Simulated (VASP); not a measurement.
A run of VASP 6.6.1:

The input INCAR:

```
ALGO = Normal
EDIFF = 1E-6
EDIFFG = -0.02
ENCUT = 600
GGA = PS
IBRION = 2
ISIF = 3
ISMEAR = -1
LASPH = True
LCHARG = False
LREAL = False
LWAVE = False
NELM = 100
NSW = 80
PREC = Accurate
PSTRESS = 100.0
SIGMA = 0.05
```

File KPOINTS:

```
k-points
0
Gamma
  6 6 6
```

Contents of POSCAR:

```
Sn3Se
1.0
    4.7418790000      0.0000000000      0.0000000000
    0.0000000000      4.7418790000      0.0000000000
    0.0000000000      0.0000000000      4.7418790000
Sn Se
3 1
Direct
    0.5000000000      0.5000000000      0.0000000000
    0.5000000000      0.0000000000      0.5000000000
    0.0000000000      0.5000000000      0.5000000000
    0.0000000000      0.0000000000      0.0000000000
```

Potentials or basis: VASP PAW PBE potentials, release 64 (Sn_d, Se).

Run with:

```sh
$ cat potpaw_PBE.64/Sn_d/POTCAR potpaw_PBE.64/Se/POTCAR > POTCAR
$ mpirun -np 1 vasp_std > vasp.out
```

Hardware: 1 thread of AMD EPYC 7R43 64-Core Processor (Zen 3) (shared host).

Estimate the wall time of this run.

Run time: 3.4 min on 1 thread of AMD EPYC 7R43 64-Core Processor (Zen 3), with other jobs on the host, peak memory 0.25 GiB. Counts: scf iterations 38, k points 20, ion steps 4.
